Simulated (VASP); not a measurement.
# MnS (Fm-3m) in VASP: single point with LDA

Aim: the single point of MnS with LDA.

Everything below comes from runs of VASP 6.6.1. Logs are shortened: lines on timing, memory, paths and dates and some standing lists are left out, and cuts for length are marked.

### Step 1. The cell of the first run

It takes space group Fm-3m (No. 225, cubic). The conventional cell has a = 5.209 Å, b = 5.209 Å, c = 5.209 Å, α = 90.00°, β = 90.00°, γ = 90.00°. Within 3.4 Å of Mn (site symmetry m-3m) lie 6 S at 2.60 Å. S (site symmetry m-3m) has 6 Mn at 2.60 Å within 3.4 Å.

### Step 2. Single point, LDA, collinear spin, ferromagnetic start

File INCAR:

```
SYSTEM = MnS
PREC = Accurate
ENCUT = 520
EDIFF = 1E-7
ISMEAR = 1
SIGMA = 0.1
LREAL = .False.
LASPH = .True.
NELM = 150
ALGO = Normal
ISIF = 2
LWAVE = .False.
LCHARG = .True.
ISPIN = 2
MAGMOM = 4 0
LORBIT = 11
LMAXMIX = 4
GGA = CA
LELF = .True.
LVHAR = .True.
NBANDS = 20
```

File KPOINTS:

```
Automatic mesh
0
Gamma
  9 9 9
  0 0 0
```

File POSCAR:

```
MnS
1.0
    0.0000000000      2.6045000000      2.6045000000
    2.6045000000      0.0000000000      2.6045000000
    2.6045000000      2.6045000000      0.0000000000
Mn S
1 1
Direct
    0.0000000000      0.0000000000      0.0000000000
    0.5000000000      0.5000000000      0.5000000000
```

Potentials or basis: VASP PAW LDA potentials, release 64 (Mn_pv, S).

Launch:

```
> cat potpaw_LDA.64/Mn_pv/POTCAR potpaw_LDA.64/S/POTCAR > POTCAR
> mpirun -np 1 vasp_std > vasp.out
```

OUTCAR:

```text
SYSTEM = MnS
   PREC = Accurate
   ENCUT = 520
   EDIFF = 1E-7
   ISMEAR = 1
   LREAL = .False.
   LASPH = .True.
   NELM = 150
   ISIF = 2
   ISPIN = 2
   LORBIT = 11
   GGA = CA

 ion  position               nearest neighbor table
   1  0.000  0.000  0.000-   2 2.60   2 2.60   2 2.60   2 2.60   2 2.60   2 2.60
   2  0.500  0.500  0.500-   1 2.60   1 2.60   1 2.60   1 2.60   1 2.60   1 2.60

  LATTYP: Found a face centered cubic cell.
 ALAT       =     5.2090000000

  Lattice vectors:

 A1 = (   0.0000000000,   2.6045000000,   2.6045000000)
 A2 = (   2.6045000000,   0.0000000000,   2.6045000000)
 A3 = (   2.6045000000,   2.6045000000,   0.0000000000)

Analysis of symmetry for initial positions (statically):
=====================================================================
 Subroutine PRICEL returns:
 Original cell was already a primitive cell.

 Routine SETGRP: Setting up the symmetry group for a
 face centered cubic supercell.

 Subroutine GETGRP returns: Found 48 space group operations
 (whereof 48 operations were pure point group operations)
 out of a pool of 48 trial point group operations.

The static configuration has the point symmetry O_h .

Analysis of symmetry for dynamics (positions and initial velocities):
=====================================================================
 Subroutine PRICEL returns:
 Original cell was already a primitive cell.

 Routine SETGRP: Setting up the symmetry group for a
 face centered cubic supercell.

 Subroutine GETGRP returns: Found 48 space group operations
 (whereof 48 operations were pure point group operations)
 out of a pool of 48 trial point group operations.

The dynamic configuration has the point symmetry O_h .

Analysis of structural, dynamic, and magnetic symmetry:
=====================================================================
 Subroutine PRICEL returns:
 Original cell was already a primitive cell.

 Routine SETGRP: Setting up the symmetry group for a
 face centered cubic supercell.

 Subroutine GETGRP returns: Found 48 space group operations
 (whereof 48 operations were pure point group operations)
 out of a pool of 48 trial point group operations.

The overall configuration has the point symmetry O_h .

 Subroutine INISYM returns: Found 48 space group operations
 (whereof 48 operations are pure point group operations),
 and found     1 'primitive' translations

----------------------------------------------------------------------------------------

                                     Primitive cell

  volume of cell :      35.3348

  direct lattice vectors                    reciprocal lattice vectors
     0.000000000  2.604500000  2.604500000    -0.191975427  0.191975427  0.191975427
     2.604500000  0.000000000  2.604500000     0.191975427 -0.191975427  0.191975427
     2.604500000  2.604500000  0.000000000     0.191975427  0.191975427 -0.191975427

  length of vectors
     3.683319223  3.683319223  3.683319223     0.332511194  0.332511194  0.332511194

  position of ions in fractional coordinates (direct lattice)
     0.000000000  0.000000000  0.000000000
     0.500000000  0.500000000  0.500000000

  ion indices of the primitive-cell ions
   primitive index   ion index
                 1           1
                 2           2

----------------------------------------------------------------------------------------

 KPOINTS: Automatic mesh

Automatic generation of k-mesh.
 Grid dimensions read from file:
 generate k-points for:    9    9    9

 Generating k-lattice:

  Cartesian coordinates                     Fractional coordinates (reciprocal lattice)
    -0.021330603  0.021330603  0.021330603     0.111111111  0.000000000  0.000000000
     0.021330603 -0.021330603  0.021330603     0.000000000  0.111111111  0.000000000
     0.021330603  0.021330603 -0.021330603     0.000000000  0.000000000  0.111111111

  Length of vectors
     0.036945688  0.036945688  0.036945688

  Shift w.r.t. Gamma in fractional coordinates (k-lattice)
     0.000000000  0.000000000  0.000000000

 Subroutine IBZKPT returns following result:
 ===========================================

 Found     35 irreducible k-points:

 Following reciprocal coordinates:
            Coordinates               Weight
  0.000000  0.000000  0.000000      1.000000
  0.111111  0.000000  0.000000      8.000000
  0.222222  0.000000  0.000000      8.000000
  0.333333  0.000000  0.000000      8.000000
  0.444444  0.000000  0.000000      8.000000
  0.111111  0.111111  0.000000      6.000000
[... 16 lines left out ...]
 -0.333333  0.333333  0.000000     12.000000
  0.444444  0.444444  0.000000      6.000000
 [... further k-points ...]
   k-points           NKPTS =     35   k-points in BZ     NKDIM =     35   number of bands    NBANDS=     20
   number of dos      NEDOS =    301   number of ions     NIONS =      2
   total plane-waves  NPLWV =  21952
   dimension x,y,z NGX =    28 NGY =   28 NGZ =   28
   dimension x,y,z NGXF=    56 NGYF=   56 NGZF=   56
   ions per type =               1   1
   NGX,Y,Z   is equivalent  to a cutoff of  12.64, 12.64, 12.64 a.u.
   NGXF,Y,Z  is equivalent  to a cutoff of  25.28, 25.28, 25.28 a.u.
 SYSTEM =  MnS
   PREC   = accura    normal or accurate (medium, high low for compatibility)
   ISTART =      0    job   : 0-new  1-cont  2-samecut
   ICHARG =      2    charge: 1-file 2-atom 10-const
   ISPIN  =      2    spin polarized calculation?
   LNONCOLLINEAR =      F non collinear calculations
   LSORBIT =      F    spin-orbit coupling
   LASPH  =      T    aspherical Exc in radial PAW
   ENCUT  =  520.0 eV  38.22 Ry    6.18 a.u.   6.85  6.85  6.85*2*pi/ulx,y,z
   NELM   =    150;   NELMIN=  2; NELMDL= -5     # of ELM steps
   EDIFF  = 0.1E-06   stopping-criterion for ELM
   LREAL  =      F    real-space projection
   EDIFFG = 0.1E-05   stopping-criterion for IOM
   NSW    =      0    number of steps for IOM
   IBRION =     -1    ionic relax: 0-MD 1-quasi-New 2-CG
   NFREE  =      0    steps in history (QN), initial steepest desc. (CG)
   ISIF   =      2    stress and relaxation
   ISYM   =      2    0-nonsym 1-usesym 2-fastsym
   POTIM  = 0.5000    time-step for ionic-motion
   TEBEG  =    0.0;   TEEND  =   0.0 temperature during run
   PSTRESS=    0.0 pullay stress
   NELECT =      19.0000    total number of electrons
   NUPDOWN=      -1.0000    fix difference up-down
   EMIN   =  10.00;   EMAX   =-10.00  energy-range for DOS
   EFERMI =   0.00;   METHOD = LEGACY
   ISMEAR =     1;   SIGMA  =   0.10  broadening in eV -4-tet -1-fermi 0-gaus
   EFERMI_NEDOS =   21; number of points for ismear=-14 and -15
   IALGO  =     38    algorithm
   IMIX   =      4    mixing-type and parameters
     AMIX     =   0.40;   BMIX     =  1.00
     AMIX_MAG =   1.60;   BMIX_MAG =  1.00
  volume/ion in A,a.u.               =      17.67       119.23
  Fermi-wavevector in a.u.,A,eV,Ry     =   1.331246  2.515690 24.112464  1.772216
  Thomas-Fermi vector in A             =   2.460272
   LORBIT       =     11    0 simple, 1 ext, 2 COOP (PROOUT), +10 PAW based schemes
   GGA     = CA    functional components
   LHFCALC =     F    Hartree Fock is set to
   AEXX    =    0.0000 exact exchange contribution
   IVDW    =     0    specifies the selected vdW correction
   LEPSILON=     F    determine dielectric tensor
   LRPA    =     F    only Hartree local field effects (RPA)
 spin polarized calculation
 Methfessel and Paxton  Order N= 1 SIGMA  =   0.10
  energy-cutoff  :      520.00
  volume of cell :       35.33
 maximum number of plane-waves:       963
   NGX = 13   NGY = 13   NGZ = 13

 number of electron      18.9999989 magnetization       4.5065633

 Free energy of the ion-electron system (eV)
  ---------------------------------------------------
  ext. energy  EPLUGINS =         0.00000000
  ---------------------------------------------------
  free energy    TOTEN  =       -14.97365514 eV

  energy without entropy =      -14.97348911  energy(sigma->0) =      -14.97359979

 E-fermi :   6.3515     XC(G=0): -10.9791

 val. band max:        6.3410019080   @ k =   0.4444   0.2222   0.1111
 cond. band min:       6.3880379788   @ k =   0.0000   0.0000   0.0000
 fundamental gap:      0.0470360708
 Fermi energy:         6.3515467367

 spin component 1

 k-point     1 :       0.0000    0.0000    0.0000
  band No.  band energies     occupation
      1     -43.5918      1.00000
      2     -43.5918      1.00000
      3     -43.5918      1.00000
      4      -8.1332      1.00000
      5       3.2808      1.00000
      6       3.2808      1.00000
[... 12 lines left out ...]
     19      18.2298      0.00000
     20      18.5539      0.00000

 k-point     2 :       0.1111    0.0000    0.0000
  band No.  band energies     occupation
      1     -43.5928      1.00000
      2     -43.5920      1.00000
      3     -43.5920      1.00000
      4      -8.0085      1.00000
      5       2.8892      1.00000
      6       2.9381      1.00000
[... 498 lines left out ...]
 k-point    24 :       0.4444    0.4444    0.0000
  band No.  band energies     occupation
      1     -43.5994      1.00000
      2     -43.5950      1.00000
      3     -43.5950      1.00000
      4      -6.7065      1.00000
      5       0.4663      1.00000
      6       2.7412      1.00000
[... 12 lines left out ...]
     19      21.0923      0.00000
     20      21.0923      0.00000

 [... further k-points ...]

 spin component 2

 k-point     1 :       0.0000    0.0000    0.0000
  band No.  band energies     occupation
      1     -39.6050      1.00000
      2     -39.6050      1.00000
      3     -39.6050      1.00000
      4      -7.8288      1.00000
      5       4.7787      1.00000
      6       4.7787      1.00000
[... 12 lines left out ...]
     19      19.2891      0.00000
     20      19.7850      0.00000

 k-point     2 :       0.1111    0.0000    0.0000
  band No.  band energies     occupation
      1     -39.6064      1.00000
      2     -39.6052      1.00000
      3     -39.6052      1.00000
      4      -7.7083      1.00000
      5       3.8590      1.00000
      6       4.3847      1.00000
[... 498 lines left out ...]
 k-point    24 :       0.4444    0.4444    0.0000
  band No.  band energies     occupation
      1     -39.6152      1.00000
      2     -39.6093      1.00000
      3     -39.6093      1.00000
      4      -6.4274      1.00000
      5       0.8963      1.00000
      6       3.2766      1.00000
[... 12 lines left out ...]
     19      21.4575      0.00000
     20      21.4575      0.00000

 [... further k-points ...]
[... 5 lines left out ...]
  --------------------------------------------------------------------------------------
  -------------------------------------------------------------------------------------
  Total       -2.7303732     -2.7303732     -2.7303732      0.0000000      0.0000000      0.0000000
  in kB     -123.8025277   -123.8025277   -123.8025277      0.0000000      0.0000000      0.0000000
  external PRESSURE =    -123.8025277 kB  Pullay stress =       0.0000000 kB

 VOLUME and BASIS-vectors are now :
 -----------------------------------------------------------------------------
  energy-cutoff  :      520.00
  volume of cell :       35.33
      direct lattice vectors                 reciprocal lattice vectors
     0.000000000  2.604500000  2.604500000    -0.191975427  0.191975427  0.191975427
     2.604500000  0.000000000  2.604500000     0.191975427 -0.191975427  0.191975427
     2.604500000  2.604500000  0.000000000     0.191975427  0.191975427 -0.191975427

 POSITION                                       TOTAL-FORCE (eV/Angst)
 -----------------------------------------------------------------------------------
      0.00000      0.00000      0.00000         0.000000      0.000000      0.000000
      2.60450      2.60450      2.60450        -0.000000     -0.000000     -0.000000
 -----------------------------------------------------------------------------------
    total drift:                               -0.000000      0.000000      0.000000

  FREE ENERGIE OF THE ION-ELECTRON SYSTEM (eV)
  ---------------------------------------------------
  free  energy   TOTEN  =       -14.9736551353 eV

  energy  without entropy=      -14.9734891124  energy(sigma->0) =      -14.97359979

 total charge

# of ion       s       p       d       tot
------------------------------------------
    1        0.222   6.162   4.963  11.347
    2        1.329   2.357   0.000   3.686
--------------------------------------------------
tot          1.551   8.519   4.963  15.033

 magnetization (x)

# of ion       s       p       d       tot
------------------------------------------
    1        0.046   0.033   3.992   4.070
    2        0.024   0.070   0.000   0.095
--------------------------------------------------
tot          0.070   0.103   3.992   4.165
```

Wall time 50 s (1 thread of AMD EPYC 7R13 (Zen 3), shared host); peak memory 0.13 GiB.

Results:

```yaml
Free_energy: -14.9737 eV
Pressure: -12.4 GPa
Net_moment: 4.51 μB per cell
Site_moments: Mn +4.07; S +0.10 μB
Valence_electrons_inside_the_program's_atomic_spheres: Mn 11.35; S 3.69
```

Caveat: the cell stands under tension; a cell with one magnetic atom can't hold antiferromagnetic order, which such compounds often take; semilocal functionals often make such compounds metallic where correlation or magnetic order opens a gap, which also shifts bond lengths.
